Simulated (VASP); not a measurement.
# Ni (Fmmm) in VASP: a series of runs

The runs below take Ni through single point, with PBE.

Program: VASP 6.6.1. These are calculated values, not measurements. Logs are shortened: lines on timing, memory, paths and dates and some standing lists are left out, and cuts for length are marked.

### 1 The cell of the first run

It takes space group Fmmm (No. 69, orthorhombic). Conventional cell: a = 3.254 Å, b = 3.457 Å, c = 3.844 Å, α = 90.00°, β = 90.00°, γ = 90.00°. Ni (site symmetry mmm) has 12 Ni at 2.37 to 2.58 Å within 3.1 Å.

### 2 Single point, PBE, collinear spin, ferromagnetic start

The input, INCAR:

```
SYSTEM = Ni
PREC = Accurate
ENCUT = 520
EDIFF = 1E-7
ISMEAR = 0
SIGMA = 0.15
LREAL = .FALSE.
LASPH = .TRUE.
NELM = 150
ALGO = Normal
ISIF = 2
LWAVE = .FALSE.
LCHARG = .TRUE.
ISPIN = 2
MAGMOM = 0.75
LORBIT = 11
LMAXMIX = 4
GGA = PE
LELF = .TRUE.
LVHAR = .TRUE.
NBANDS = 15
```

The input, KPOINTS:

```
Automatic mesh
0
G
  22 22 22
  0 0 0
```

The input, POSCAR:

```
Ni
1.0
    0.0000000000      1.9218561570      1.6272008652
    1.7283511893      0.0000000000      1.6272008652
    1.7283511893      1.9218561570      0.0000000000
Ni
1
Direct
    0.0000000000      0.0000000000      0.0000000000
```

Potentials or basis: VASP PAW PBE potentials, release 64 (Ni).

The run is started by

```sh
cat potpaw_PBE.64/Ni/POTCAR > POTCAR
mpirun -np 1 vasp_std > vasp.out
```

OUTCAR:

```text
SYSTEM = Ni
   PREC = Accurate
   ENCUT = 520
   EDIFF = 1E-7
   ISMEAR = 0
   LREAL = .FALSE.
   LASPH = .TRUE.
   NELM = 150
   ISIF = 2
   ISPIN = 2
   LORBIT = 11
   GGA = PE

 ion  position               nearest neighbor table
   1  0.000  0.000  0.000-

  LATTYP: Found a face centered orthorhombic cell.
 ALAT       =     3.2544017304
 B/A-ratio  =     1.0621621622
 C/A-ratio  =     1.1810810811

  Lattice vectors:

 A1 = (   1.7283511893,   1.9218561570,   0.0000000000)
 A2 = (   0.0000000000,   1.9218561570,   1.6272008652)
 A3 = (   1.7283511893,   0.0000000000,   1.6272008652)

Analysis of symmetry for initial positions (statically):
=====================================================================
 Subroutine PRICEL returns:
 Original cell was already a primitive cell.

 Routine SETGRP: Setting up the symmetry group for a
 face centered orthorhombic supercell.

 Subroutine GETGRP returns: Found  8 space group operations
 (whereof  8 operations were pure point group operations)
 out of a pool of  8 trial point group operations.

The static configuration has the point symmetry D_2h.

Analysis of symmetry for dynamics (positions and initial velocities):
=====================================================================
 Subroutine PRICEL returns:
 Original cell was already a primitive cell.

 Routine SETGRP: Setting up the symmetry group for a
 face centered orthorhombic supercell.

 Subroutine GETGRP returns: Found  8 space group operations
 (whereof  8 operations were pure point group operations)
 out of a pool of  8 trial point group operations.

The dynamic configuration has the point symmetry D_2h.

Analysis of structural, dynamic, and magnetic symmetry:
=====================================================================
 Subroutine PRICEL returns:
 Original cell was already a primitive cell.

 Routine SETGRP: Setting up the symmetry group for a
 face centered orthorhombic supercell.

 Subroutine GETGRP returns: Found  8 space group operations
 (whereof  8 operations were pure point group operations)
 out of a pool of  8 trial point group operations.

The overall configuration has the point symmetry D_2h.

 Subroutine INISYM returns: Found  8 space group operations
 (whereof  8 operations are pure point group operations),
 and found     1 'primitive' translations

----------------------------------------------------------------------------------------

                                     Primitive cell

  volume of cell :      10.8100

  direct lattice vectors                    reciprocal lattice vectors
     0.000000000  1.921856157  1.627200865    -0.289293058  0.260165152  0.307276139
     1.728351189  0.000000000  1.627200865     0.289293058 -0.260165152  0.307276139
     1.728351189  1.921856157  0.000000000     0.289293058  0.260165152 -0.307276139

  length of vectors
     2.518196526  2.373811385  2.584710607     0.495777173  0.495777173  0.495777173

  position of ions in fractional coordinates (direct lattice)
     0.000000000  0.000000000  0.000000000

  ion indices of the primitive-cell ions
   primitive index   ion index
                 1           1

----------------------------------------------------------------------------------------

 KPOINTS: Automatic mesh

Automatic generation of k-mesh.
 Grid dimensions read from file:
 generate k-points for:   22   22   22

 Generating k-lattice:

  Cartesian coordinates                     Fractional coordinates (reciprocal lattice)
    -0.013149684  0.011825689  0.013967097     0.045454545  0.000000000  0.000000000
     0.013149684 -0.011825689  0.013967097    -0.000000000  0.045454545 -0.000000000
     0.013149684  0.011825689 -0.013967097     0.000000000  0.000000000  0.045454545

  Length of vectors
     0.022535326  0.022535326  0.022535326

  Shift w.r.t. Gamma in fractional coordinates (k-lattice)
     0.000000000  0.000000000  0.000000000

 Subroutine IBZKPT returns following result:
 ===========================================

 Found   1530 irreducible k-points:

 Following reciprocal coordinates:
            Coordinates               Weight
  0.000000  0.000000  0.000000      1.000000
  0.045455 -0.000000 -0.000000      8.000000
  0.090909 -0.000000 -0.000000      8.000000
  0.136364  0.000000  0.000000      8.000000
  0.181818 -0.000000 -0.000000      8.000000
  0.227273 -0.000000 -0.000000      8.000000
[... 16 lines left out ...]
  0.500000  0.045455 -0.000000      8.000000
 -0.454545  0.045455  0.000000      8.000000
 [... further k-points ...]
   k-points           NKPTS =   1530   k-points in BZ     NKDIM =   1530   number of bands    NBANDS=     15
   number of dos      NEDOS =    301   number of ions     NIONS =      1
   total plane-waves  NPLWV =   7200
   dimension x,y,z NGX =    20 NGY =   18 NGZ =   20
   dimension x,y,z NGXF=    40 NGYF=   36 NGZF=   40
   ions per type =               1
   NGX,Y,Z   is equivalent  to a cutoff of  13.20, 12.61, 12.86 a.u.
   NGXF,Y,Z  is equivalent  to a cutoff of  26.41, 25.21, 25.73 a.u.
 SYSTEM =  Ni
   PREC   = accura    normal or accurate (medium, high low for compatibility)
   ISTART =      0    job   : 0-new  1-cont  2-samecut
   ICHARG =      2    charge: 1-file 2-atom 10-const
   ISPIN  =      2    spin polarized calculation?
   LNONCOLLINEAR =      F non collinear calculations
   LSORBIT =      F    spin-orbit coupling
   LASPH  =      T    aspherical Exc in radial PAW
   ENCUT  =  520.0 eV  38.22 Ry    6.18 a.u.   4.68  4.41  4.81*2*pi/ulx,y,z
   NELM   =    150;   NELMIN=  2; NELMDL= -5     # of ELM steps
   EDIFF  = 0.1E-06   stopping-criterion for ELM
   LREAL  =      F    real-space projection
   EDIFFG = 0.1E-05   stopping-criterion for IOM
   NSW    =      0    number of steps for IOM
   IBRION =     -1    ionic relax: 0-MD 1-quasi-New 2-CG
   NFREE  =      0    steps in history (QN), initial steepest desc. (CG)
   ISIF   =      2    stress and relaxation
   ISYM   =      2    0-nonsym 1-usesym 2-fastsym
   POTIM  = 0.5000    time-step for ionic-motion
   TEBEG  =    0.0;   TEEND  =   0.0 temperature during run
   PSTRESS=    0.0 pullay stress
   NELECT =      10.0000    total number of electrons
   NUPDOWN=      -1.0000    fix difference up-down
   EMIN   =  10.00;   EMAX   =-10.00  energy-range for DOS
   EFERMI =   0.00;   METHOD = LEGACY
   ISMEAR =     0;   SIGMA  =   0.15  broadening in eV -4-tet -1-fermi 0-gaus
   EFERMI_NEDOS =   21; number of points for ismear=-14 and -15
   IALGO  =     38    algorithm
   IMIX   =      4    mixing-type and parameters
     AMIX     =   0.40;   BMIX     =  1.00
     AMIX_MAG =   1.60;   BMIX_MAG =  1.00
  volume/ion in A,a.u.               =      10.81        72.95
  Fermi-wavevector in a.u.,A,eV,Ry     =   1.595145  3.014387 34.619853  2.544487
  Thomas-Fermi vector in A             =   2.693109
   LORBIT       =     11    0 simple, 1 ext, 2 COOP (PROOUT), +10 PAW based schemes
   GGA     = PE    functional components
   LHFCALC =     F    Hartree Fock is set to
   AEXX    =    0.0000 exact exchange contribution
   IVDW    =     0    specifies the selected vdW correction
   LEPSILON=     F    determine dielectric tensor
   LRPA    =     F    only Hartree local field effects (RPA)
 spin polarized calculation
 Gauss-broadening in eV      SIGMA  =   0.15
  energy-cutoff  :      520.00
  volume of cell :       10.81
 maximum number of plane-waves:       302
   NGX =  9   NGY =  9   NGZ =  9

 number of electron      10.0000001 magnetization       0.6012965

 Free energy of the ion-electron system (eV)
  ---------------------------------------------------
  ext. energy  EPLUGINS =         0.00000000
  ---------------------------------------------------
  free energy    TOTEN  =        -5.41792994 eV

  energy without entropy =       -5.39679622  energy(sigma->0) =       -5.40736308

 E-fermi :   9.4395     XC(G=0): -13.2893

 val. band max:        9.4390818907   @ k =   0.3636   0.1364   0.0000
 cond. band min:       9.4398086441   @ k =  -0.1364   0.3182   0.4545
 fundamental gap:      0.0007267534
 Fermi energy:         9.4395420381

 spin component 1

 k-point     1 :       0.0000    0.0000    0.0000
  band No.  band energies     occupation
      1       0.4162      1.00000
      2       6.5097      1.00000
      3       7.2598      1.00000
      4       7.5599      1.00000
      5       7.6681      1.00000
      6       8.6457      1.00000
      7      33.6719      0.00000
      8      36.1186      0.00000
      9      37.4036      0.00000
     10      38.2013      0.00000
     11      40.0001      0.00000
     12      40.3566      0.00000
     13      40.9720      0.00000
     14      41.6908      0.00000
     15      42.6645      0.00000
[... 397 lines left out ...]
 k-point    24 :      -0.4545    0.0455    0.0000
  band No.  band energies     occupation
      1       4.6682      1.00000
      2       6.6537      1.00000
      3       7.4842      1.00000
      4       8.3371      1.00000
      5       8.9838      0.99999
      6       9.5529      0.14258
      7      15.6519      0.00000
      8      29.2924      0.00000
      9      33.6735      0.00000
     10      34.8439      0.00000
     11      36.4035      0.00000
     12      39.9684      0.00000
     13      45.7434      0.00000
     14      53.5862      0.00000
     15      54.5543      0.00000

 [... further k-points ...]

 spin component 2

 k-point     1 :       0.0000    0.0000    0.0000
  band No.  band energies     occupation
      1       0.3889      1.00000
      2       7.2213      1.00000
      3       7.9921      1.00000
      4       8.2426      1.00000
      5       8.2505      1.00000
      6       9.2172      0.98199
      7      33.5272      0.00000
      8      36.0069      0.00000
      9      37.4043      0.00000
     10      38.2526      0.00000
     11      40.0373      0.00000
     12      40.4490      0.00000
     13      41.1349      0.00000
     14      41.6087      0.00000
     15      42.9103      0.00000
[... 397 lines left out ...]
 k-point    24 :      -0.4545    0.0455    0.0000
  band No.  band energies     occupation
      1       5.0675      1.00000
      2       7.2574      1.00000
      3       8.0193      1.00000
      4       8.7412      1.00000
      5       9.7115      0.00517
      6       9.8967      0.00001
      7      16.0248      0.00000
      8      29.2755      0.00000
      9      33.6845      0.00000
     10      34.9134      0.00000
     11      36.4787      0.00000
     12      40.0053      0.00000
     13      45.8162      0.00000
     14      53.6369      0.00000
     15      54.9763      0.00000

 [... further k-points ...]
[... 5 lines left out ...]
  --------------------------------------------------------------------------------------
  -------------------------------------------------------------------------------------
  Total        0.6136606     -0.7013822      0.7055732      0.0000000      0.0000000     -0.0000000
  in kB       90.9525314   -103.9540250    104.5751794      0.0000000      0.0000000     -0.0000000
  external PRESSURE =      30.5245619 kB  Pullay stress =       0.0000000 kB

 VOLUME and BASIS-vectors are now :
 -----------------------------------------------------------------------------
  energy-cutoff  :      520.00
  volume of cell :       10.81
      direct lattice vectors                 reciprocal lattice vectors
     0.000000000  1.921856157  1.627200865    -0.289293058  0.260165152  0.307276139
     1.728351189  0.000000000  1.627200865     0.289293058 -0.260165152  0.307276139
     1.728351189  1.921856157  0.000000000     0.289293058  0.260165152 -0.307276139

 POSITION                                       TOTAL-FORCE (eV/Angst)
 -----------------------------------------------------------------------------------
      0.00000      0.00000      0.00000         0.000000      0.000000      0.000000
 -----------------------------------------------------------------------------------
    total drift:                                0.000000      0.000000     -0.000000

  FREE ENERGIE OF THE ION-ELECTRON SYSTEM (eV)
  ---------------------------------------------------
  free  energy   TOTEN  =        -5.4179299428 eV

  energy  without entropy=       -5.3967962205  energy(sigma->0) =       -5.40736308

 total charge

# of ion       s       p       d       tot
------------------------------------------
    1        0.500   0.501   8.327   9.328

 magnetization (x)

# of ion       s       p       d       tot
------------------------------------------
    1       -0.005  -0.022   0.640   0.612
```

Wall time 5.5 min (1 thread of Intel Xeon Platinum 8488C (Sapphire Rapids), shared host); peak memory 0.45 GiB.

Results:

```
Free energy                                           : -5.4179 eV
Pressure                                              : 3.1 GPa
Net moment                                            : 0.60 μB per cell
Site moments                                          : Ni +0.61 μB
Valence electrons inside the program's atomic spheres : Ni 9.33
```

Stress tensor (GPa, compression positive):
```
  9.10   0.00   0.00
  0.00 -10.40   0.00
  0.00   0.00  10.46
```

Caveat: the cell differs from its parent crystal (strain +e along x and -e along y -0.0550, strain +e along z and -e/2 along x and y -0.0750); the cell stands under pressure.

### 3 Single point, PBE, collinear spin, ferromagnetic start

The input, INCAR:

```
ALGO = Normal
EDIFF = 1E-6
ENCUT = 520
GGA = PE
ISIF = 2
ISMEAR = 0
ISPIN = 2
LASPH = T
LCHARG = T
LELF = T
LMAXMIX = 4
LORBIT = 11
LREAL = F
LVHAR = T
LWAVE = F
MAGMOM = 0.75
NBANDS = 15
NELM = 150
PREC = Accurate
SIGMA = 0.15
```

The input, KPOINTS:

```
k-points
0
Gamma
  22 22 22
```

The input, POSCAR:

```
Ni
1.0
    0.0000000000      1.7239533491      2.0230064811
    1.5304483813      0.0000000000      2.0230064811
    1.5304483813      1.7239533491      0.0000000000
Ni
1
Direct
    0.0000000000      0.0000000000      0.0000000000
```

Potentials or basis: VASP PAW PBE potentials, release 64 (Ni).

The run is started by

```sh
cat potpaw_PBE.64/Ni/POTCAR > POTCAR
mpirun -np 1 vasp_std > vasp.out
```

It took 5.4 min on 1 thread of Intel Xeon Platinum 8488C (Sapphire Rapids), shared host; peak memory 0.44 GiB.

Results (log left out):

```yaml
Free_energy: -5.3139 eV
Pressure: 8.4 GPa
Net_moment: 0.53 μB per cell
Site_moments: Ni +0.54 μB
Valence_electrons_inside_the_program's_atomic_spheres: Ni 9.37
```

Stress tensor (GPa, compression positive):
```
 18.02   0.00   0.00
  0.00  21.50   0.00
  0.00   0.00 -14.43
```

Levels at points of the mesh, in eV from the Fermi level:
Spin up:
| k point | band 3 | band 4 | band 5 | band 6 | band 7 | band 8 |
| --- | --- | --- | --- | --- | --- | --- |
| (0.00, 0.00, 0.00) | -2.12 | -1.91 | -1.42 | -0.57 | 25.13 | 25.36 |
| (0.50, 0.00, 0.00) | -1.53 | -0.67 | -0.22 | -0.06 | 6.24 | 18.21 |
| (0.50, 0.50, 0.00) | -0.43 | -0.37 | -0.33 | -0.28 | 5.88 | 18.97 |
| (0.50, 0.00, 0.50) | -0.95 | -0.73 | 0.26 | 2.88 | 9.83 | 15.60 |
| (0.00, 0.50, 0.50) | -0.76 | -0.46 | 0.20 | 6.27 | 12.10 | 12.34 |
Spin down:
```csv
k point,band 1,band 2,band 3,band 4,band 5,band 6,band 7,band 8,band 9,band 10
"(0.00, 0.00, 0.00)",-9.08,-2.58,-1.60,-1.25,-0.84,-0.03,25.02,25.27,28.32,30.28
"(0.50, 0.00, 0.00)",-4.41,-2.53,-1.00,-0.09,-0.07,0.44,6.59,18.21,24.15,25.00
"(0.50, 0.50, 0.00)",-4.59,-3.53,-0.36,0.19,0.19,0.45,6.19,18.96,19.51,23.76
"(0.50, 0.00, 0.50)",-4.36,-3.17,-0.35,-0.21,0.96,2.86,10.07,15.57,15.85,20.65
"(0.00, 0.50, 0.50)",-4.25,-3.73,-0.04,0.14,0.90,6.28,12.15,12.35,13.43,17.80
```

Caveat: the cell differs from its parent crystal (strain +e along x and -e along y -0.0550, strain +e along z and -e/2 along x and y +0.1500); the cell stands under pressure.
